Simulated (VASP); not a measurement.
# Si16O (a cell with a defect) in VASP: molecular dynamics with PBE

Aim: the molecular dynamics of Si16O (a cell with a defect) with PBE.

All numbers are computed with VASP 6.6.1; they aren't measurements. Logs are shortened: lines on timing, memory, paths and dates and some standing lists are left out, and cuts for length are marked.

## 1. The cell of the first run

The cell holds a defect, 17 atoms: a = 7.679 Å, b = 7.679 Å, c = 7.679 Å, α = 60.00°, β = 60.00°, γ = 60.00°.

## 2. Molecular dynamics, PBE, collinear spin, zero start

Input file INCAR:

```
SYSTEM = Si16O
PREC = Accurate ; ENCUT = 520
EDIFF = 1E-5 ; ISMEAR = -1
SIGMA = 0.02 ; LREAL = Auto
LASPH = .TRUE. ; NELM = 150
ALGO = Normal ; ISIF = 2
LWAVE = .FALSE. ; LCHARG = .TRUE.
ISPIN = 2 ; MAGMOM = 0 0 0 0 0 0 0 0 0 0 0 0 0 0 0 0 0
LORBIT = 11 ; GGA = PE
IBRION = 0 ; NSW = 40
POTIM = 1.5 ; TEBEG = 1200.0
TEEND = 1200.0 ; ISYM = 0
NELMIN = 4 ; RANDOM_SEED = 592474 0 0
MDALGO = 2 ; SMASS = 0
KPAR = 2 ; NCORE = 2
```

Input file KPOINTS:

```
Automatic mesh
0
G
  2 2 2
  0 0 0
```

Input file POSCAR:

```
Si16O
1.0
    0.0000000000      5.4300000000      5.4300000000
    5.4300000000      0.0000000000      5.4300000000
    5.4300000000      5.4300000000      0.0000000000
Si O
16 1
Direct
    0.0201649100     -0.0561276400      0.0008781100
    0.1497127000      0.0742027500      0.1119607800
   -0.0080770300      0.0485344100      0.4680919800
    0.1320622700      0.1221469300      0.6256251900
   -0.0013978500      0.5434540100     -0.0479223000
    0.1527219900      0.5723426400      0.1259081600
    0.0120680700      0.4979228400      0.4971493900
    0.1245059900      0.6767281600      0.5808673200
    0.5151013600     -0.0085279300     -0.0044957000
    0.6470235900      0.1054015400      0.1232280300
    0.5069004300     -0.0033216800      0.4973347200
    0.6184766700      0.1370338300      0.6196870200
    0.5263529800      0.4808787300     -0.0068664000
    0.6338587200      0.6219330200      0.1205175200
    0.4977108500      0.5125701100      0.4939906500
    0.6372335300      0.6221934800      0.6189588800
    0.0789873100      0.3086421000      0.9283584600
```

Potentials or basis: VASP PAW PBE potentials, release 64 (Si, O).

Command:

```bash
$ cat potpaw_PBE.64/Si/POTCAR potpaw_PBE.64/O/POTCAR > POTCAR
$ mpirun -np 4 vasp_std > vasp.out
```

OUTCAR:

```text
SYSTEM = Si16O
   PREC = Accurate
   ENCUT = 520
   EDIFF = 1E-5
   ISMEAR = -1
   LREAL = Auto
   LASPH = .TRUE.
   NELM = 150
   ISIF = 2
   ISPIN = 2
   LORBIT = 11
   GGA = PE
   IBRION = 0
   NSW = 40
   POTIM = 1.5
   TEBEG = 1200.0
   ISYM = 0
   NELMIN = 4

 ion  position               nearest neighbor table
   1  0.020  0.944  0.001-   2 2.33   6 2.33  10 2.36   4 2.38
   2  0.150  0.074  0.112-  17 1.67   9 2.31   3 2.32   1 2.33   5 2.94
   3  0.992  0.049  0.468-   2 2.32   8 2.33   4 2.35  12 2.35
   4  0.132  0.122  0.626-  11 2.35   3 2.35   7 2.36   1 2.38
   5  0.999  0.543  0.952-  17 1.66  14 2.31   6 2.32   8 2.33   2 2.94
   6  0.153  0.572  0.126-   5 2.32   1 2.33   7 2.35  13 2.35
   7  0.012  0.498  0.497-  16 2.35   6 2.35   4 2.36   8 2.38
   8  0.125  0.677  0.581-   5 2.33   3 2.33  15 2.36   7 2.38
   9  0.515  0.991  0.996-   2 2.31  14 2.32  10 2.34  12 2.36
  10  0.647  0.105  0.123-   9 2.34  11 2.35  13 2.35   1 2.36
  11  0.507  0.997  0.497-  16 2.35  10 2.35  12 2.35   4 2.35
  12  0.618  0.137  0.620-  11 2.35   3 2.35  15 2.35   9 2.36
  13  0.526  0.481  0.993-  16 2.35   6 2.35  10 2.35  14 2.36
  14  0.634  0.622  0.121-   5 2.31   9 2.32  15 2.34  13 2.36
  15  0.498  0.513  0.494-  14 2.34  16 2.35  12 2.35   8 2.36
  16  0.637  0.622  0.619-  11 2.35  15 2.35  13 2.35   7 2.35
  17  0.079  0.309  0.928-   5 1.66   2 1.67

IMPORTANT INFORMATION: All symmetrisations will be switched off!
NOSYMM: (Re-)initialisation of all symmetry stuff for point group C_1.

----------------------------------------------------------------------------------------

                                     Primitive cell

  volume of cell :     320.2060

  direct lattice vectors                    reciprocal lattice vectors
     0.000000000  5.430000000  5.430000000    -0.092081031  0.092081031  0.092081031
     5.430000000  0.000000000  5.430000000     0.092081031 -0.092081031  0.092081031
     5.430000000  5.430000000  0.000000000     0.092081031  0.092081031 -0.092081031

  length of vectors
     7.679179644  7.679179644  7.679179644     0.159489025  0.159489025  0.159489025

  position of ions in fractional coordinates (direct lattice)
     0.020164910  0.943872360  0.000878110
     0.149712700  0.074202750  0.111960780
     0.991922970  0.048534410  0.468091980
     0.132062270  0.122146930  0.625625190
     0.998602150  0.543454010  0.952077700
     0.152721990  0.572342640  0.125908160
[... 9 lines left out ...]
     0.637233530  0.622193480  0.618958880
     0.078987310  0.308642100  0.928358460

  ion indices of the primitive-cell ions
   primitive index   ion index
                 1           1
                 2           2
                 3           3
                 4           4
                 5           5
                 6           6
[... 9 lines left out ...]
                16          16
                17          17

----------------------------------------------------------------------------------------

 KPOINTS: Automatic mesh

Automatic generation of k-mesh.
 Grid dimensions read from file:
 generate k-points for:    2    2    2

 Generating k-lattice:

  Cartesian coordinates                     Fractional coordinates (reciprocal lattice)
    -0.046040516  0.046040516  0.046040516     0.500000000  0.000000000  0.000000000
     0.046040516 -0.046040516  0.046040516     0.000000000  0.500000000  0.000000000
     0.046040516  0.046040516 -0.046040516     0.000000000  0.000000000  0.500000000

  Length of vectors
     0.079744512  0.079744512  0.079744512

  Shift w.r.t. Gamma in fractional coordinates (k-lattice)
     0.000000000  0.000000000  0.000000000

 Subroutine IBZKPT returns following result:
 ===========================================

 Found      8 irreducible k-points:

 Following reciprocal coordinates:
            Coordinates               Weight
  0.000000  0.000000  0.000000      1.000000
  0.500000  0.000000  0.000000      1.000000
  0.000000  0.500000  0.000000      1.000000
  0.000000  0.000000  0.500000      1.000000
  0.500000  0.500000  0.500000      1.000000
  0.500000  0.500000  0.000000      1.000000
  0.000000  0.500000  0.500000      1.000000
  0.500000  0.000000  0.500000      1.000000
   k-points           NKPTS =      8   k-points in BZ     NKDIM =      8   number of bands    NBANDS=     44
   number of dos      NEDOS =    301   number of ions     NIONS =     17
   total plane-waves  NPLWV = 216000
   dimension x,y,z NGX =    60 NGY =   60 NGZ =   60
   dimension x,y,z NGXF=   120 NGYF=  120 NGZF=  120
   ions per type =              16   1
   NGX,Y,Z   is equivalent  to a cutoff of  12.99, 12.99, 12.99 a.u.
   NGXF,Y,Z  is equivalent  to a cutoff of  25.98, 25.98, 25.98 a.u.
 SYSTEM =  Si16O
   PREC   = accura    normal or accurate (medium, high low for compatibility)
   ISTART =      0    job   : 0-new  1-cont  2-samecut
   ICHARG =      2    charge: 1-file 2-atom 10-const
   ISPIN  =      2    spin polarized calculation?
   LNONCOLLINEAR =      F non collinear calculations
   LSORBIT =      F    spin-orbit coupling
   LASPH  =      T    aspherical Exc in radial PAW
   ENCUT  =  520.0 eV  38.22 Ry    6.18 a.u.  14.28 14.28 14.28*2*pi/ulx,y,z
   NELM   =    150;   NELMIN=  4; NELMDL= -5     # of ELM steps
   EDIFF  = 0.1E-04   stopping-criterion for ELM
   LREAL  =      T    real-space projection
   EDIFFG = 0.1E-03   stopping-criterion for IOM
   NSW    =     40    number of steps for IOM
   IBRION =      0    ionic relax: 0-MD 1-quasi-New 2-CG
   NFREE  =      0    steps in history (QN), initial steepest desc. (CG)
   ISIF   =      2    stress and relaxation
   ISYM   =      0    0-nonsym 1-usesym 2-fastsym
   POTIM  = 1.5000    time-step for ionic-motion
   TEBEG  = 1200.0;   TEEND  =1200.0 temperature during run
   PSTRESS=    0.0 pullay stress
   NELECT =      70.0000    total number of electrons
   NUPDOWN=      -1.0000    fix difference up-down
   EMIN   =  10.00;   EMAX   =-10.00  energy-range for DOS
   EFERMI =   0.00;   METHOD = LEGACY
   ISMEAR =    -1;   SIGMA  =   0.02  broadening in eV -4-tet -1-fermi 0-gaus
   EFERMI_NEDOS =   21; number of points for ismear=-14 and -15
   IALGO  =     38    algorithm
   IMIX   =      4    mixing-type and parameters
     AMIX     =   0.40;   BMIX     =  1.00
     AMIX_MAG =   1.60;   BMIX_MAG =  1.00
  volume/ion in A,a.u.               =      18.84       127.11
  Fermi-wavevector in a.u.,A,eV,Ry     =   0.986199  1.863645 13.232857  0.972588
  Thomas-Fermi vector in A             =   2.117562
   LORBIT       =     11    0 simple, 1 ext, 2 COOP (PROOUT), +10 PAW based schemes
   GGA     = PE    functional components
   LHFCALC =     F    Hartree Fock is set to
   AEXX    =    0.0000 exact exchange contribution
   IVDW    =     0    specifies the selected vdW correction
   LEPSILON=     F    determine dielectric tensor
   LRPA    =     F    only Hartree local field effects (RPA)
 molecular dynamics for ions
 spin polarized calculation
  energy-cutoff  :      520.00
  volume of cell :      320.21
 maximum number of plane-waves:      8646
 NGX is ok and might be reduce to    60
   NGX = 29   NGY = 29   NGZ = 29

--------------------------------------- Ionic step        1  -------------------------------------------

 number of electron      70.0000000 magnetization      -0.0000000

 number of electron      70.0000000 magnetization       0.0000000

 Free energy of the ion-electron system (eV)
  ---------------------------------------------------
  ext. energy  EPLUGINS =         0.00000000
  ---------------------------------------------------
  free energy    TOTEN  =       -92.69578187 eV

  energy without entropy =      -92.69578124  energy(sigma->0) =      -92.69578156

------------------------ aborting loop because EDIFF is reached ----------------------------------------

  FORCE on cell =-STRESS in cart. coord.  units (eV):
  Direction    XX          YY          ZZ          XY          YZ          ZX
  --------------------------------------------------------------------------------------
  -------------------------------------------------------------------------------------
  Total        8.4277496      8.4734474      9.1077682     -2.9991395     -2.1702541      2.3273886
  in kB       42.1689436     42.3975962     45.5714728    -15.0064430    -10.8590465     11.6452817
  external PRESSURE =      43.3793375 kB  Pullay stress =       0.0000000 kB
[... 162 lines left out ...]
  ENERGY OF THE ELECTRON-ION-THERMOSTAT SYSTEM (eV)
  ---------------------------------------------------
% ion-electron   TOTEN  =       -92.585134  see above
  kinetic energy EKIN   =         2.371985
  kin. lattice  EKIN_LAT=         0.000000  (temperature 1146.90 K)
  nose potential ES     =        -0.000656
  nose kinetic   EPS    =         0.000015
  ---------------------------------------------------
  total energy   ETOTAL =       -90.213791 eV

[... ionic steps 4 to 37 ...]

--------------------------------------- Ionic step       38  -------------------------------------------

 number of electron      69.9999999 magnetization       0.0000000

------------------------ aborting loop because EDIFF is reached ----------------------------------------
[... 117 lines left out ...]
--------------------------------------- Ionic step       40  -------------------------------------------

 number of electron      70.0000000 magnetization      -0.0000000

 Free energy of the ion-electron system (eV)
  ---------------------------------------------------
  ext. energy  EPLUGINS =         0.00000000
  ---------------------------------------------------
  free energy    TOTEN  =       -89.47709862 eV

  energy without entropy =      -89.47703852  energy(sigma->0) =      -89.47706857

 E-fermi :   6.2062     XC(G=0):  -9.5889

 val. band max:        6.0612426429   @ k =   0.0000   0.0000   0.0000
 cond. band min:       6.3506995255   @ k =   0.0000   0.0000   0.0000
 fundamental gap:      0.2894568826
 Fermi energy:         6.2061646485

 spin component 1

 k-point     1 :       0.0000    0.0000    0.0000
  band No.  band energies     occupation
      1     -14.0406      1.00000
      2      -5.9022      1.00000
      3      -4.4105      1.00000
      4      -3.6963      1.00000
      5      -3.6768      1.00000
      6      -3.4477      1.00000
[... 365 lines left out ...]
     43       9.0531      0.00000
     44       9.1750      0.00000
 Fermi energy:         6.2061646485

 spin component 2

 k-point     1 :       0.0000    0.0000    0.0000
  band No.  band energies     occupation
      1     -14.0406      1.00000
      2      -5.9022      1.00000
      3      -4.4105      1.00000
      4      -3.6963      1.00000
      5      -3.6768      1.00000
      6      -3.4477      1.00000
[... 415 lines left out ...]
  ENERGY OF THE ELECTRON-ION-THERMOSTAT SYSTEM (eV)
  ---------------------------------------------------
% ion-electron   TOTEN  =       -89.477099  see above
  kinetic energy EKIN   =         1.403245
  kin. lattice  EKIN_LAT=         0.000000  (temperature  678.50 K)
  nose potential ES     =        -2.138411
  nose kinetic   EPS    =         0.000028
  ---------------------------------------------------
  total energy   ETOTAL =       -90.212237 eV

 total charge

# of ion       s       p       d       tot
------------------------------------------
    1        0.756   0.924   0.000   1.680
    2        0.749   0.955   0.000   1.703
    3        0.762   0.938   0.000   1.700
    4        0.766   0.844   0.000   1.610
    5        0.750   0.866   0.000   1.616
    6        0.755   0.942   0.000   1.697
[... 9 lines left out ...]
   16        0.750   0.965   0.000   1.715
   17        1.577   3.545   0.000   5.122
--------------------------------------------------
tot         13.665  18.250   0.000  31.914

 magnetization (x)

# of ion       s       p       d       tot
------------------------------------------
    1        0.000   0.000   0.000   0.000
    2        0.000   0.000   0.000   0.000
    3       -0.000  -0.000   0.000  -0.000
    4        0.000   0.000   0.000   0.000
    5       -0.000  -0.000   0.000  -0.000
    6       -0.000   0.000   0.000   0.000
[... 9 lines left out ...]
   16        0.000   0.000   0.000   0.000
   17        0.000   0.000   0.000   0.000
--------------------------------------------------
tot          0.000   0.000   0.000   0.000
```

Run time: 31 min. Hardware: 4 MPI ranks of Intel Xeon Platinum 8259CL at 2.50GHz (Skylake/Cascade Lake), shared host; peak memory 0.59 GiB.

What came out:

| Property | Result |
| --- | --- |
| Valence electrons inside the program's atomic spheres | Si 1.68, 1.70, 1.61, 1.62, 1.73, 1.64, 1.69, 1.67, 1.66, 1.72 (each value once); O 5.12 |

Step by step:
| step | potential energy change (eV) | largest force (eV/Å) | pressure (GPa) | volume (Å³) | temperature (K) |
| --- | --- | --- | --- | --- | --- |
| 1 | 0.0000 | 0.0554 | 4.34 | 320.21 | 1200 |
| 2 | 0.0273 | 0.4871 | 4.30 | 320.21 | 1187 |
| 3 | 0.1106 | 1.0033 | 4.32 | 320.21 | 1147 |
| 4 | 0.2450 | 1.5366 | 4.40 | 320.21 | 1084 |
| 5 | 0.4218 | 2.0814 | 4.51 | 320.21 | 1002 |
| 6 | 0.6292 | 2.6141 | 4.61 | 320.21 | 910 |
| 7 | 0.8534 | 3.1202 | 4.77 | 320.21 | 814 |
| 8 | 1.0789 | 3.5757 | 4.92 | 320.21 | 722 |
| 9 | 1.2906 | 3.9545 | 5.06 | 320.21 | 641 |
| 10 | 1.4741 | 4.2340 | 5.17 | 320.21 | 578 |
| 11 | 1.6177 | 4.3956 | 5.26 | 320.21 | 540 |
| 12 | 1.7128 | 4.4272 | 5.31 | 320.21 | 531 |
| 13 | 1.7553 | 4.3261 | 5.32 | 320.21 | 556 |
| 14 | 1.7454 | 4.0968 | 5.28 | 320.21 | 616 |
| 15 | 1.6877 | 3.7548 | 5.20 | 320.21 | 716 |
| 16 | 1.5911 | 3.3197 | 5.09 | 320.21 | 855 |
| 17 | 1.4678 | 2.8206 | 4.96 | 320.21 | 1032 |
| 18 | 1.3327 | 2.2880 | 4.81 | 320.21 | 1242 |
| 19 | 1.2022 | 1.9893 | 4.67 | 320.21 | 1478 |
| 20 | 1.0925 | 1.8269 | 4.53 | 320.21 | 1724 |
| 21 | 1.0188 | 1.6944 | 4.42 | 320.21 | 1963 |
| 22 | 0.9940 | 1.6036 | 4.34 | 320.21 | 2170 |
| 23 | 1.0265 | 1.5485 | 4.29 | 320.21 | 2322 |
| 24 | 1.1200 | 1.6620 | 4.28 | 320.21 | 2399 |
| 25 | 1.2718 | 1.7877 | 4.30 | 320.21 | 2391 |
| 26 | 1.4737 | 2.0222 | 4.34 | 320.21 | 2300 |
| 27 | 1.7128 | 2.2363 | 4.39 | 320.21 | 2141 |
| 28 | 1.9732 | 2.4153 | 4.44 | 320.21 | 1935 |
| 29 | 2.2380 | 2.5624 | 4.48 | 320.21 | 1709 |
| 30 | 2.4915 | 2.6644 | 4.50 | 320.21 | 1483 |
| 31 | 2.7211 | 2.7250 | 4.49 | 320.21 | 1274 |
| 32 | 2.9175 | 2.7710 | 4.45 | 320.21 | 1093 |
| 33 | 3.0757 | 2.8697 | 4.37 | 320.21 | 944 |
| 34 | 3.1939 | 2.9369 | 4.26 | 320.21 | 829 |
| 35 | 3.2728 | 2.9724 | 4.10 | 320.21 | 745 |
| 36 | 3.3155 | 2.9737 | 3.93 | 320.21 | 689 |
| 37 | 3.3260 | 2.9401 | 3.73 | 320.21 | 658 |
| 38 | 3.3097 | 2.8758 | 3.51 | 320.21 | 648 |
| 39 | 3.2720 | 2.7842 | 3.29 | 320.21 | 656 |
| 40 | 3.2187 | 2.6703 | 3.06 | 320.21 | 678 |

Caveat: the k points lie up to 0.50 Å⁻¹ apart.
